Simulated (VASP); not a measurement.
A run of VASP 6.6.1 is set up as follows.

File INCAR:

```
SYSTEM = CeSb2H2O6
ALGO = Normal ; EDIFF = 1E-6
EDIFFG = -0.03 ; ENCUT = 520
GGA = PE ; IBRION = 2
ISIF = 2 ; ISMEAR = -1
LASPH = .True. ; LCHARG = .False.
LREAL = .False. ; LWAVE = .False.
NELM = 100 ; NSW = 60
PREC = Accurate ; SIGMA = 0.0174
```

KPOINTS

```
k-points
0
Gamma
  4 4 4
  0 0 0
```

File POSCAR:

```
CeSb2H2O6
1.0
    2.9885880500      5.1763826100      0.0000000000
   -2.9885880500      5.1763826100      0.0000000000
    0.0000000000      0.0000000000      5.8972834600
Ce Sb O H
1 2 6 2
Direct
    0.0000000000      0.0000000000      0.5000000000
    0.6667000000      0.6666000000      0.1983900000
    0.3333000000      0.3334000000      0.8016100000
    0.8141700000      0.8141300000      0.2762000000
    0.3717000000      0.8141700000      0.2762000000
    0.8141300000      0.3717000000      0.2762000000
    0.6283000000      0.1858700000      0.7238000000
    0.1858700000      0.1858300000      0.7238000000
    0.1858300000      0.6283000000      0.7238000000
    0.6667000000      0.6666000000      0.9410000000
    0.3333000000      0.3334000000      0.0590000000
```

Potentials or basis: VASP PAW PBE potentials, release 64 (Ce, Sb, O, H).

Launch:

```console
$ cat potpaw_PBE.64/Ce/POTCAR potpaw_PBE.64/Sb/POTCAR potpaw_PBE.64/O/POTCAR potpaw_PBE.64/H/POTCAR > POTCAR
$ mpirun -np 1 vasp_std > vasp.out
```

Problem. Estimate the band gap on the k mesh.

Solution. 2.11 eV (least direct gap 2.12 eV).

Final structure:
```yaml
crystal:
  lattice:
    - [2.98859, 5.17638, 0.00000]
    - [-2.98859, 5.17638, 0.00000]
    - [0.00000, 0.00000, 5.89728]
  atoms:
    - { symbol: Ce, position: [0.00000, 0.00000, 0.50000] }
    - { symbol: Sb, position: [0.66665, 0.66670, 0.14795] }
    - { symbol: Sb, position: [0.33335, 0.33330, 0.85205] }
    - { symbol: O, position: [0.83537, 0.83531, 0.26346] }
    - { symbol: O, position: [0.32931, 0.83538, 0.26346] }
    - { symbol: O, position: [0.83533, 0.32927, 0.26348] }
    - { symbol: O, position: [0.67069, 0.16469, 0.73654] }
    - { symbol: O, position: [0.16469, 0.16462, 0.73654] }
    - { symbol: O, position: [0.16460, 0.67073, 0.73652] }
    - { symbol: H, position: [0.66670, 0.66661, 0.85751] }
    - { symbol: H, position: [0.33330, 0.33339, 0.14249] }
```

Caveat: spin-orbit coupling is left out, which moves the levels of the heavy elements; semilocal functionals describe open f shells poorly, which spoils levels, moments and volumes. A k mesh can miss the band edges.
